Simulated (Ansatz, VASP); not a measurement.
## Si8NO16 in VASP and in Ansatz

```xyz
25
Lattice="-4.1487 -4.1487 0.0000 4.1487 -4.1487 0.0000 0.0000 0.0000 5.3146" Properties=species:S:1:pos:R:3 pbc="T T T"
Si    0.0686   -4.0971   -0.0517
Si    2.0402   -1.8258    1.2257
Si    0.0665   -4.0688    2.6196
Si    2.1471   -2.0345    3.9164
Si    0.0674    0.1031   -0.0724
Si   -2.0004   -2.0497    1.3238
Si    0.1009   -0.0835    2.7346
Si   -2.0088   -2.0704    3.9805
O     1.2669   -2.7781   -0.0610
O     0.8225   -0.6638    1.2813
O    -1.2704   -5.2365   -0.1262
O     2.9383   -3.8075    1.8611
O     1.2008   -2.6796    2.6032
O     0.8903   -0.7559    4.0097
O    -1.2320   -5.3223    2.6082
O     3.3961   -3.2876    3.9588
O    -2.7919   -2.8306   -0.0380
O     0.8679   -4.9199    1.2981
O    -1.1891   -1.2089   -0.0087
O    -0.7637   -3.3220    1.2758
O    -2.8918   -2.8700    2.6233
O     0.9125   -4.8900    3.9304
O    -1.1183   -1.4625    2.7181
O    -0.7506   -3.3234    3.9633
N    -0.8074   -7.0985    0.9814
```

Alike in both runs: functional PBE; k mesh 2 × 2 × 2; occupations fermi-dirac, width 0.02 eV; collinear spin.

Ansatz relaxed the structure, and its values are those at the end. VASP's run is a single point on that final structure, the one shown.

|  | VASP | Ansatz |
| --- | --- | --- |
| version | VASP 6.6.1 | Ansatz 0.2.0 |
| potentials or method | VASP PAW PBE potentials, release 64 (Si, O, N), cutoff 520 eV | scalar-relativistic, plane waves, PAW |
| valence electrons in the cell | 133 | 133 |

```csv
,VASP,Ansatz,Ansatz less VASP
rms of the force components (eV/Å),0.059,0.004,-0.0550
net moment per atom (μB),0.04,0.04,0.000
size of the moment on the site where the two differ most (μB),0.44,0.28,-0.155
```

Site moments also hang on the region over which each program counts them.

The k mesh is coarse, so the values compare programs but aren't converged.
